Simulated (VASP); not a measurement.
Here is a VASP 6.6.1 calculation.

File INCAR:

```
PREC = Accurate ; ENCUT = 520
EDIFF = 1E-6 ; ISMEAR = 0
SIGMA = 0.1 ; LREAL = False
LASPH = True ; NELM = 100
ALGO = Normal ; ISIF = 2
LWAVE = False ; LCHARG = False
NBANDS = 16
```

File KPOINTS:

```
regular mesh
0
Gamma
  6 6 6
```

Contents of POSCAR:

```
BiB
1.0
    0.0000000000      4.8844219921      3.0269378231
    1.7490549217      0.0000000000      3.0269378231
    1.7490549217      4.8844219921      0.0000000000
B Bi
1 1
Direct
    0.0000486500      0.0000486500      0.9999513500
    0.6666513400      0.6666513400      0.3333486600
```

Potentials or basis: VASP PAW LDA potentials, release 64 (B, Bi_d).

Run with:

```sh
$ cat potpaw_LDA.64/B/POTCAR potpaw_LDA.64/Bi_d/POTCAR > POTCAR
$ mpirun -np 1 vasp_std > vasp.out
```

Problem. Estimate the pressure.

Solution. 21.9 GPa.

Problem. What does it give for the largest force?

Solution. 0.021 eV/Å.

Problem. Predict the band gap on the k mesh.

Solution. 0.12 eV, indirect (least direct gap 0.23 eV).

Stress tensor (GPa, compression positive):
```
33.40  0.00  0.00
 0.00 -1.28  0.00
 0.00  0.00 33.44
```

Caveat: spin-orbit coupling is left out, which moves the levels of the heavy elements. A k mesh can miss the band edges.
